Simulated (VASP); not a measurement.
Pt, 1 atom in the cell. It takes space group I4/mmm (No. 139, tetragonal). The conventional cell has a = 3.258 Å, b = 3.258 Å, c = 2.997 Å, α = 90.00°, β = 90.00°, γ = 90.00°. Within 3.6 Å of Pt (site symmetry 4/mmm) lie 14 Pt at 2.75 to 3.26 Å.  This cell differs from its parent crystal: ratio of the length along z to the lengths across it x 0.92, volume and fractional coordinates fixed.

| Item | Value |
| --- | --- |
| Program | VASP 6.6.1 |
| Task | single point |
| Functional | r2SCAN |
| Potentials or basis | VASP PAW PBE potentials, release 64 (Pt) |
| Cutoff | 520 eV |
| k mesh | 24 × 24 × 24 |
| Occupations | gaussian, width 0.15 eV |
| Spin | no spin polarisation |
| Dipole correction | no |
| Further INCAR settings | ALGO = Normal; EDIFF = 1e-06; NBANDS = 11 |

Potentials or basis: VASP PAW PBE potentials, release 64 (Pt).

Command:

```sh
$ cat potpaw_PBE.64/Pt/POTCAR > POTCAR
$ cp INCAR.step1 INCAR
$ mpirun -np 1 vasp_std > vasp.out
$ cp INCAR.step2 INCAR
$ mpirun -np 1 vasp_std > vasp.out
```

Hardware: 1 thread of AMD EPYC 9R45 96-Core Processor (Zen 5) (shared host).

Question: How long does it take, and how much memory?

Answer: Wall time 5.6 min on 1 thread of AMD EPYC 9R45 96-Core Processor (Zen 5) (shared host), peak memory 0.25 GiB. Counts: k points 1063.
